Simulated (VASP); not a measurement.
# ScPt (Pm-3m) in VASP: further runs

Runs on ScPt. Level: LDA. Tasks: single point.

Everything below comes from runs of VASP 6.6.1. Logs are shortened: lines on timing, memory, paths and dates and some standing lists are left out, and cuts for length are marked.

**1. The cell of the first run**

Symmetry: Pm-3m, No. 221, cubic system. The conventional cell has a = 3.203 Å, b = 3.203 Å, c = 3.203 Å, α = 90.00°, β = 90.00°, γ = 90.00°. Sc (site symmetry m-3m) has 8 Pt at 2.77 Å and 6 Sc at 3.20 Å within 3.7 Å. Within 3.7 Å of Pt (site symmetry m-3m) lie 8 Sc at 2.77 Å and 6 Pt at 3.20 Å.

**2. Single point, LDA (volume scaled by 0.94)**

INCAR

```
PREC = Accurate
ENCUT = 520
EDIFF = 1E-6
ISMEAR = -1
SIGMA = 0.05
LREAL = F
LASPH = T
NELM = 100
ALGO = Normal
ISIF = 2
LWAVE = F
LCHARG = F
GGA = CA
NBANDS = 18
```

KPOINTS

```
Automatic mesh
0
Gamma
  10 10 10
```

POSCAR

```
ScPt
1.0
    3.2032465755      0.0000000000      0.0000000000
    0.0000000000      3.2032465755      0.0000000000
    0.0000000000      0.0000000000      3.2032465755
Sc Pt
1 1
Direct
    0.5000000000      0.5000000000      0.5000000000
    0.0000000000      0.0000000000      0.0000000000
```

Potentials or basis: VASP PAW LDA potentials, release 64 (Sc_sv, Pt).

Run with:

```sh
$ cat potpaw_LDA.64/Sc_sv/POTCAR potpaw_LDA.64/Pt/POTCAR > POTCAR
$ mpirun -np 1 vasp_std > vasp.out
```

OUTCAR:

```text
PREC = Accurate
   ENCUT = 520
   EDIFF = 1E-6
   ISMEAR = -1
   LREAL = F
   LASPH = T
   NELM = 100
   ISIF = 2
   GGA = CA

 ion  position               nearest neighbor table
   1  0.500  0.500  0.500-   2 2.77   2 2.77   2 2.77   2 2.77   2 2.77   2 2.77   2 2.77   2 2.77

   2  0.000  0.000  0.000-   1 2.77   1 2.77   1 2.77   1 2.77   1 2.77   1 2.77   1 2.77   1 2.77

  LATTYP: Found a simple cubic cell.
 ALAT       =     3.2032465755

  Lattice vectors:

 A1 = (   3.2032465755,   0.0000000000,   0.0000000000)
 A2 = (   0.0000000000,   3.2032465755,   0.0000000000)
 A3 = (   0.0000000000,   0.0000000000,   3.2032465755)

Analysis of symmetry for initial positions (statically):
=====================================================================
 Subroutine PRICEL returns:
 Original cell was already a primitive cell.

 Routine SETGRP: Setting up the symmetry group for a
 simple cubic supercell.

 Subroutine GETGRP returns: Found 48 space group operations
 (whereof 48 operations were pure point group operations)
 out of a pool of 48 trial point group operations.

The static configuration has the point symmetry O_h .

Analysis of symmetry for dynamics (positions and initial velocities):
=====================================================================
 Subroutine PRICEL returns:
 Original cell was already a primitive cell.

 Routine SETGRP: Setting up the symmetry group for a
 simple cubic supercell.

 Subroutine GETGRP returns: Found 48 space group operations
 (whereof 48 operations were pure point group operations)
 out of a pool of 48 trial point group operations.

The dynamic configuration has the point symmetry O_h .

 Subroutine INISYM returns: Found 48 space group operations
 (whereof 48 operations are pure point group operations),
 and found     1 'primitive' translations

----------------------------------------------------------------------------------------

                                     Primitive cell

  volume of cell :      32.8678

  direct lattice vectors                    reciprocal lattice vectors
     3.203246576  0.000000000  0.000000000     0.312183273  0.000000000  0.000000000
     0.000000000  3.203246576  0.000000000     0.000000000  0.312183273  0.000000000
     0.000000000  0.000000000  3.203246576     0.000000000  0.000000000  0.312183273

  length of vectors
     3.203246576  3.203246576  3.203246576     0.312183273  0.312183273  0.312183273

  position of ions in fractional coordinates (direct lattice)
     0.500000000  0.500000000  0.500000000
[... 72 lines left out ...]
   ISPIN  =      1    spin polarized calculation?
   LNONCOLLINEAR =      F non collinear calculations
   LSORBIT =      F    spin-orbit coupling
   LASPH  =      T    aspherical Exc in radial PAW
   ENCUT  =  520.0 eV  38.22 Ry    6.18 a.u.   5.96  5.96  5.96*2*pi/ulx,y,z
   NELM   =    100;   NELMIN=  2; NELMDL= -5     # of ELM steps
   EDIFF  = 0.1E-05   stopping-criterion for ELM
   LREAL  =      F    real-space projection
   EDIFFG = 0.1E-04   stopping-criterion for IOM
   NSW    =      0    number of steps for IOM
   IBRION =     -1    ionic relax: 0-MD 1-quasi-New 2-CG
   NFREE  =      0    steps in history (QN), initial steepest desc. (CG)
   ISIF   =      2    stress and relaxation
   ISYM   =      2    0-nonsym 1-usesym 2-fastsym
   POTIM  = 0.5000    time-step for ionic-motion
   TEBEG  =    0.0;   TEEND  =   0.0 temperature during run
   PSTRESS=    0.0 pullay stress
   NELECT =      21.0000    total number of electrons
   NUPDOWN=      -1.0000    fix difference up-down
   EMIN   =  10.00;   EMAX   =-10.00  energy-range for DOS
   EFERMI =   0.00;   METHOD = LEGACY
   ISMEAR =    -1;   SIGMA  =   0.05  broadening in eV -4-tet -1-fermi 0-gaus
   EFERMI_NEDOS =   21; number of points for ismear=-14 and -15
   IALGO  =     38    algorithm
   IMIX   =      4    mixing-type and parameters
     AMIX     =   0.40;   BMIX     =  1.00
     AMIX_MAG =   1.60;   BMIX_MAG =  1.00
  volume/ion in A,a.u.               =      16.43       110.90
  Fermi-wavevector in a.u.,A,eV,Ry     =   1.410017  2.664545 27.050380  1.988147
  Thomas-Fermi vector in A             =   2.532013
   LORBIT       =      0    0 simple, 1 ext, 2 COOP (PROOUT), +10 PAW based schemes
   GGA     = CA    functional components
   LHFCALC =     F    Hartree Fock is set to
   AEXX    =    0.0000 exact exchange contribution
   IVDW    =     0    specifies the selected vdW correction
   LEPSILON=     F    determine dielectric tensor
   LRPA    =     F    only Hartree local field effects (RPA)
 non-spin polarized calculation
  energy-cutoff  :      520.00
  volume of cell :       32.87
 maximum number of plane-waves:       912
 NGX is ok and might be reduce to    24
   NGX = 11   NGY = 11   NGZ = 11

 number of electron      21.0000008 magnetization

 Free energy of the ion-electron system (eV)
  ---------------------------------------------------
  ext. energy  EPLUGINS =         0.00000000
  ---------------------------------------------------
  free energy    TOTEN  =       -16.65395376 eV

  energy without entropy =      -16.63924983  energy(sigma->0) =      -16.64660179

 E-fermi :   8.6526     XC(G=0): -12.5657

 val. band max:        8.6178381514   @ k =   0.5000   0.4000   0.3000
 cond. band min:       8.7067571292   @ k =   0.5000   0.5000   0.1000
 fundamental gap:      0.0889189779
 Fermi energy:         8.6525711003

 k-point     1 :       0.0000    0.0000    0.0000
  band No.  band energies     occupation
      1     -40.4320      2.00000
      2     -19.3018      2.00000
      3     -19.3018      2.00000
      4     -19.3018      2.00000
      5       0.1778      2.00000
      6       2.9289      2.00000
[... 481 lines left out ...]
      5       2.0008      2.00000
      6       3.6433      2.00000
[... 10 lines left out ...]
     17      18.8086      0.00000
     18      19.6145      0.00000

 [... further k-points ...]
[... 5 lines left out ...]
  --------------------------------------------------------------------------------------
  -------------------------------------------------------------------------------------
  Total        1.0374017      1.0374017      1.0374017     -0.0000000      0.0000000      0.0000000
  in kB       50.5692392     50.5692392     50.5692392     -0.0000000      0.0000000      0.0000000
  external PRESSURE =      50.5692392 kB  Pullay stress =       0.0000000 kB

 VOLUME and BASIS-vectors are now :
 -----------------------------------------------------------------------------
  energy-cutoff  :      520.00
  volume of cell :       32.87
      direct lattice vectors                 reciprocal lattice vectors
     3.203246576  0.000000000  0.000000000     0.312183273  0.000000000  0.000000000
     0.000000000  3.203246576  0.000000000     0.000000000  0.312183273  0.000000000
     0.000000000  0.000000000  3.203246576     0.000000000  0.000000000  0.312183273

 POSITION                                       TOTAL-FORCE (eV/Angst)
 -----------------------------------------------------------------------------------
      1.60162      1.60162      1.60162         0.000000      0.000000      0.000000
      0.00000      0.00000      0.00000         0.000000      0.000000      0.000000
 -----------------------------------------------------------------------------------
    total drift:                                0.000000      0.000000     -0.000000

  FREE ENERGIE OF THE ION-ELECTRON SYSTEM (eV)
  ---------------------------------------------------
  free  energy   TOTEN  =       -16.6539537601 eV

  energy  without entropy=      -16.6392498297  energy(sigma->0) =      -16.64660179
```

stdout:

```text
POSCAR found type information on POSCAR ScPt
 POSCAR found :  2 types and       2 ions
 scaLAPACK will be used
 LDA part: xc-table for (Slater(with rela. corr.)+CA(PZ))
 , standard interpolation
 POSCAR, INCAR and KPOINTS ok, starting setup
 FFT: planning ... GRIDC
 FFT: planning ... GRID_SOFT
 FFT: planning ... GRID
 WAVECAR not read
 entering main loop
```

It took 29 s on 1 thread of AMD EPYC 7R43 (Zen 3), shared host; peak memory 0.12 GiB.

What came out:

| Property | Result |
| --- | --- |
| Free energy | -16.6540 eV |
| Pressure | 5.1 GPa |

Caveat: the cell differs from its parent crystal (volume scaled by 0.94); spin-orbit coupling is left out, which moves the levels of the heavy elements.

**3. Single point, LDA (volume scaled by 0.96)**

INCAR

```
SYSTEM = ScPt
PREC     = Accurate       ! precision mode
ENCUT    = 520            ! plane-wave cutoff, eV
EDIFF    = 1E-6           ! SCF threshold, eV
ISMEAR   = -1             ! smearing method
SIGMA    = 0.05           ! smearing width, eV
LREAL    = .False.        ! projectors in reciprocal space
LASPH    = .True.         ! aspherical terms in the spheres
NELM     = 60             ! most SCF steps
ALGO     = Normal         ! electronic algorithm
ISIF     = 2              ! what is computed and relaxed
LWAVE    = .False.        ! write WAVECAR
LCHARG   = .True.         ! write CHGCAR
GGA      = CA             ! functional
LELF     = .True.         ! ELF
LVHAR    = .True.       
NBANDS   = 18             ! bands
```

KPOINTS

```
Automatic mesh
0
Gamma
  10 10 10
  0 0 0
```

POSCAR

```
ScPt
1.0
    3.2258053932      0.0000000000      0.0000000000
    0.0000000000      3.2258053932      0.0000000000
    0.0000000000      0.0000000000      3.2258053932
Sc Pt
1 1
Direct
    0.5000000000      0.5000000000      0.5000000000
    0.0000000000      0.0000000000      0.0000000000
```

Potentials or basis: VASP PAW LDA potentials, release 64 (Sc_sv, Pt).

Run with:

```sh
$ cat potpaw_LDA.64/Sc_sv/POTCAR potpaw_LDA.64/Pt/POTCAR > POTCAR
$ mpirun -np 1 vasp_std > vasp.out
```

It took 27 s on 1 thread of AMD EPYC 7R43 (Zen 3), shared host; peak memory 0.12 GiB.

It converged, with:

| Item | Value |
| --- | --- |
| Free energy | -16.6684 eV |
| Pressure | 1.4 GPa |

Levels at points of the mesh, in eV from the Fermi level:
| k point | band 7 | band 8 | band 9 | band 10 | band 11 | band 12 | band 13 | band 14 |
| --- | --- | --- | --- | --- | --- | --- | --- | --- |
| (0.00, 0.00, 0.00) | -5.56 | -3.01 | -3.01 | -3.01 | 1.45 | 1.45 | 3.59 | 3.59 |
| (0.50, 0.00, 0.00) | -3.45 | -3.40 | -3.40 | -2.57 | -0.91 | -0.26 | 1.14 | 1.14 |
| (0.50, 0.50, 0.00) | -4.13 | -4.13 | -1.68 | -0.85 | 0.34 | 0.34 | 1.99 | 3.67 |
| (0.50, 0.50, 0.50) | -4.53 | -1.61 | -1.61 | -1.55 | -1.55 | -1.55 | 3.26 | 3.80 |

Caveat: the cell differs from its parent crystal (volume scaled by 0.96); spin-orbit coupling is left out, which moves the levels of the heavy elements.

**4. Single point, LDA (volume scaled by 0.98)**

INCAR

```
SYSTEM = ScPt
PREC = Accurate ; ENCUT = 520
EDIFF = 1E-6 ; ISMEAR = -1
SIGMA = 0.05 ; LREAL = .False.
LASPH = .True. ; NELM = 100
ALGO = Normal ; ISIF = 2
LWAVE = .False. ; LCHARG = .False.
GGA = CA ; NBANDS = 18
```

KPOINTS is that of step 3.

POSCAR

```
ScPt
1.0
    3.2480530300      0.0000000000      0.0000000000
    0.0000000000      3.2480530300      0.0000000000
    0.0000000000      0.0000000000      3.2480530300
Sc Pt
1 1
Direct
    0.5000000000      0.5000000000      0.5000000000
    0.0000000000      0.0000000000      0.0000000000
```

Run with:

```sh
$ cat potpaw_LDA.64/Sc_sv/POTCAR potpaw_LDA.64/Pt/POTCAR > POTCAR
$ mpirun -np 1 vasp_std > vasp.out
```

It took 28 s on 1 thread of AMD EPYC 7R43 (Zen 3), shared host; peak memory 0.12 GiB.

It converged, with:

| Item | Value |
| --- | --- |
| Free energy | -16.6677 eV |
| Pressure | -1.9 GPa |

Levels at points of the mesh, in eV from the Fermi level:
```
           k point  band 6  band 7  band 8  band 9  band 10  band 11  band 12  band 13  band 14  band 15
(0.00, 0.00, 0.00)   -5.40   -5.40   -2.94   -2.94    -2.94     1.43     1.43     3.50     3.50     3.50
(0.50, 0.00, 0.00)   -4.52   -3.39   -3.32   -3.32    -2.51    -0.92    -0.21     1.14     1.14     2.70
(0.50, 0.50, 0.00)   -5.46   -4.02   -4.02   -1.65    -0.84     0.33     0.33     1.95     3.57     3.57
(0.50, 0.50, 0.50)   -4.43   -4.43   -1.59   -1.59    -1.49    -1.49    -1.49     3.15     3.71     3.71
```

Caveat: the cell differs from its parent crystal (volume scaled by 0.98); spin-orbit coupling is left out, which moves the levels of the heavy elements.

**5. Single point, LDA**

This run uses another cell than the first one, of 17.48 Å³/atom, 1.064 times its volume.

INCAR

```
PREC     = Accurate       # precision mode
ENCUT    = 520            # plane-wave cutoff, eV
EDIFF    = 1E-6           # SCF threshold, eV
ISMEAR   = -1             # smearing method
SIGMA    = 0.05           # smearing width, eV
LREAL    = F              # projectors in reciprocal space
LASPH    = T              # aspherical terms in the spheres
NELM     = 60             # most SCF steps
ALGO     = Normal         # electronic algorithm
ISIF     = 2              # what is computed and relaxed
LWAVE    = F              # write WAVECAR
LCHARG   = F              # write CHGCAR
GGA      = CA             # functional
NBANDS   = 18             # bands
```

KPOINTS

```
Automatic mesh
0
Gamma
  10 10 10
```

POSCAR

```
ScPt
1.0
    3.2700000000      0.0000000000      0.0000000000
    0.0000000000      3.2700000000      0.0000000000
    0.0000000000      0.0000000000      3.2700000000
Sc Pt
1 1
Direct
    0.5000000000      0.5000000000      0.5000000000
    0.0000000000      0.0000000000      0.0000000000
```

Run with:

```sh
$ cat potpaw_LDA.64/Sc_sv/POTCAR potpaw_LDA.64/Pt/POTCAR > POTCAR
$ mpirun -np 1 vasp_std > vasp.out
```

It took 31 s on 1 thread of AMD EPYC 7R43 (Zen 3), shared host; peak memory 0.12 GiB.

The run converged. Its results:

```yaml
Free_energy: -16.6534 eV
Pressure: -4.8 GPa
```

Levels at points of the mesh, in eV from the Fermi level:
```csv
k point,band 6,band 7,band 8,band 9,band 10,band 11,band 12,band 13,band 14,band 15
"(0.00, 0.00, 0.00)",-5.25,-5.25,-2.87,-2.87,-2.87,1.40,1.40,3.42,3.42,3.42
"(0.50, 0.00, 0.00)",-4.40,-3.34,-3.25,-3.25,-2.46,-0.92,-0.17,1.14,1.14,2.65
"(0.50, 0.50, 0.00)",-5.34,-3.92,-3.92,-1.62,-0.84,0.32,0.32,1.91,3.48,3.48
"(0.50, 0.50, 0.50)",-4.34,-4.34,-1.56,-1.56,-1.43,-1.43,-1.43,3.05,3.62,3.62
```

Caveat: spin-orbit coupling is left out, which moves the levels of the heavy elements.

**6. Single point, LDA (volume scaled by 0.99)**

INCAR

```
  PREC = Accurate
  ENCUT = 520
  EDIFF = 1E-6
  ISMEAR = -1
  SIGMA = 0.05
  LREAL = F
  LASPH = T
  NELM = 80
  ALGO = Normal
  ISIF = 2
  LWAVE = F
  LCHARG = T
  LELF = T
  LVHAR = T
  NBANDS = 18
```

KPOINTS

```
regular mesh
0
Gamma
  10 10 10
```

POSCAR

```
ScPt
1.0
    3.2590634635      0.0000000000      0.0000000000
    0.0000000000      3.2590634635      0.0000000000
    0.0000000000      0.0000000000      3.2590634635
Sc Pt
1 1
Direct
    0.5000000000      0.5000000000      0.5000000000
    0.0000000000      0.0000000000      0.0000000000
```

Potentials or basis: VASP PAW LDA potentials, release 64 (Sc_sv, Pt).

Run with:

```sh
$ cat potpaw_LDA.64/Sc_sv/POTCAR potpaw_LDA.64/Pt/POTCAR > POTCAR
$ mpirun -np 1 vasp_std > vasp.out
```

OUTCAR:

```text
PREC = Accurate
   ENCUT = 520
   EDIFF = 1E-6
   ISMEAR = -1
   LREAL = F
   LASPH = T
   NELM = 80
   ISIF = 2

 ion  position               nearest neighbor table
   1  0.500  0.500  0.500-   2 2.82   2 2.82   2 2.82   2 2.82   2 2.82   2 2.82   2 2.82   2 2.82

   2  0.000  0.000  0.000-   1 2.82   1 2.82   1 2.82   1 2.82   1 2.82   1 2.82   1 2.82   1 2.82

  LATTYP: Found a simple cubic cell.
 ALAT       =     3.2590634635

  Lattice vectors:
[... 688 lines left out ...]

 [... further k-points ...]

------------------------ aborting loop because EDIFF is reached ----------------------------------------

  FORCE on cell =-STRESS in cart. coord.  units (eV):
  Direction    XX          YY          ZZ          XY          YZ          ZX
  --------------------------------------------------------------------------------------
  -------------------------------------------------------------------------------------
  Total       -0.7325993     -0.7325993     -0.7325993      0.0000000     -0.0000000      0.0000000
  in kB      -33.9077212    -33.9077212    -33.9077212      0.0000000     -0.0000000      0.0000000
  external PRESSURE =     -33.9077212 kB  Pullay stress =       0.0000000 kB

 VOLUME and BASIS-vectors are now :
 -----------------------------------------------------------------------------
  energy-cutoff  :      520.00
  volume of cell :       34.62
      direct lattice vectors                 reciprocal lattice vectors
     3.259063463  0.000000000  0.000000000     0.306836615  0.000000000  0.000000000
     0.000000000  3.259063463  0.000000000     0.000000000  0.306836615  0.000000000
     0.000000000  0.000000000  3.259063463     0.000000000  0.000000000  0.306836615

 POSITION                                       TOTAL-FORCE (eV/Angst)
 -----------------------------------------------------------------------------------
      1.62953      1.62953      1.62953         0.000000      0.000000      0.000000
      0.00000      0.00000      0.00000         0.000000      0.000000      0.000000
 -----------------------------------------------------------------------------------
    total drift:                                0.000000      0.000000     -0.000000

  FREE ENERGIE OF THE ION-ELECTRON SYSTEM (eV)
  ---------------------------------------------------
  free  energy   TOTEN  =       -16.6621518640 eV

  energy  without entropy=      -16.6473829567  energy(sigma->0) =      -16.65476741
```

OSZICAR:

```text
N       E                     dE             d eps       ncg     rms          rms(c)
DAV:   1     0.193992918984E+03    0.19399E+03   -0.10389E+04  2120   0.124E+03
DAV:   2    -0.886049719564E+01   -0.20285E+03   -0.19547E+03  2090   0.370E+02
DAV:   3    -0.178655105920E+02   -0.90050E+01   -0.86276E+01  2698   0.906E+01
DAV:   4    -0.180601619042E+02   -0.19465E+00   -0.19393E+00  2962   0.131E+01
DAV:   5    -0.180627148542E+02   -0.25530E-02   -0.25529E-02  2668   0.114E+00    0.100E+01
DAV:   6    -0.168863932899E+02    0.11763E+01   -0.17349E+00  2792   0.193E+01    0.406E+00
DAV:   7    -0.166895249163E+02    0.19687E+00   -0.69820E-01  2830   0.675E+00    0.112E+00
DAV:   8    -0.166684321709E+02    0.21093E-01   -0.76463E-02  3066   0.268E+00    0.583E-01
DAV:   9    -0.166632983700E+02    0.51338E-02   -0.23560E-02  2546   0.241E+00    0.290E-01
DAV:  10    -0.166623022853E+02    0.99608E-03   -0.67148E-03  2684   0.116E+00    0.758E-02
DAV:  11    -0.166621523009E+02    0.14998E-03   -0.50219E-04  2990   0.307E-01    0.936E-03
DAV:  12    -0.166621520718E+02    0.22911E-06   -0.11634E-05  3102   0.348E-02    0.398E-03
DAV:  13    -0.166621518640E+02    0.20779E-06   -0.65382E-07  1224   0.122E-02
   1 F= -.16662152E+02 E0= -.16654767E+02  d E =-.147689E-01
```

stdout:

```text
POSCAR found type information on POSCAR ScPt
 POSCAR found :  2 types and       2 ions
 scaLAPACK will be used
 LDA part: xc-table for (Slater(with rela. corr.)+CA(PZ))
 , standard interpolation
 POSCAR, INCAR and KPOINTS ok, starting setup
 FFT: planning ... GRIDC
 FFT: planning ... GRID_SOFT
 FFT: planning ... GRID
 WAVECAR not read
 entering main loop
```

It took 32 s on 1 thread of AMD EPYC 7R43 (Zen 3), shared host; peak memory 0.12 GiB.

What came out:

```
Free energy : -16.6622 eV
Pressure    : -3.4 GPa
```

Caveat: the cell differs from its parent crystal (volume scaled by 0.99); spin-orbit coupling is left out, which moves the levels of the heavy elements.

**7. Summary**

```csv
cell,gap on the mesh (eV),pressure (GPa)
"a = 3.203 Å, 2 atoms",none,5.1
"a = 3.226 Å, 2 atoms",none,1.4
"a = 3.248 Å, 2 atoms",none,-1.9
"a = 3.270 Å, 2 atoms",none,-4.8
"a = 3.259 Å, 2 atoms",none,-3.4
```

Alike in all rows: task single point; level LDA; potentials or basis VASP PAW LDA potentials, release 64 (Sc_sv, Pt); no spin polarisation; k mesh 10 × 10 × 10; cutoff (eV) 520; smearing fermi-dirac 0.05 eV.

Caveats: spin-orbit coupling is left out, which moves the levels of the heavy elements.

Absolute energies hang on the potentials; compare differences alone.
